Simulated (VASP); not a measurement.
A run of VASP 6.6.1 is set up as follows.

INCAR

```
PREC = Accurate ; ENCUT = 520
EDIFF = 1E-7 ; ISMEAR = 0
SIGMA = 0.15 ; LREAL = False
LASPH = True ; NELM = 80
ALGO = Normal ; ISIF = 2
LWAVE = False ; LCHARG = False
GGA = PE ; NBANDS = 28
```

The input KPOINTS:

```
Automatic mesh
0
Gamma
  12 12 10
```

File POSCAR:

```
SnO
1.0
    3.8020000000     -0.0760400000      0.0000000000
   -0.0760400000      3.8020000000      0.0000000000
    0.0000000000      0.0000000000      4.8360000000
Sn O
2 2
Direct
    0.0000000000      0.5000000000      0.2385000000
    0.5000000000      0.0000000000      0.7615000000
    0.0000000000      0.0000000000      0.0000000000
    0.5000000000      0.5000000000      0.0000000000
```

Potentials or basis: VASP PAW PBE potentials, release 64 (Sn_d, O).

Run with:

```console
$ cat potpaw_PBE.64/Sn_d/POTCAR potpaw_PBE.64/O/POTCAR > POTCAR
$ mpirun -np 1 vasp_std > vasp.out
```

Q: Predict the pressure.

A: 4.5 GPa.

Q: What does it give for the largest force?

A: 0.440 eV/Å.

Q: What does it give for the band gap on the k mesh?

A: Zero (band 20 reaches 7.25 eV, above the bottom of band 21 at 7.22 eV).

Forces on the atoms (eV/Å):
```
Sn   0.000  0.000  0.440
Sn   0.000  0.000 -0.440
O    0.000  0.000  0.000
O    0.000  0.000  0.000
```

Caveat: the cell differs from its parent crystal (strain -0.0400 x Voigt [0, 0, 0, 0, 0, 1]); spin-orbit coupling is left out, which moves the levels of the heavy elements.
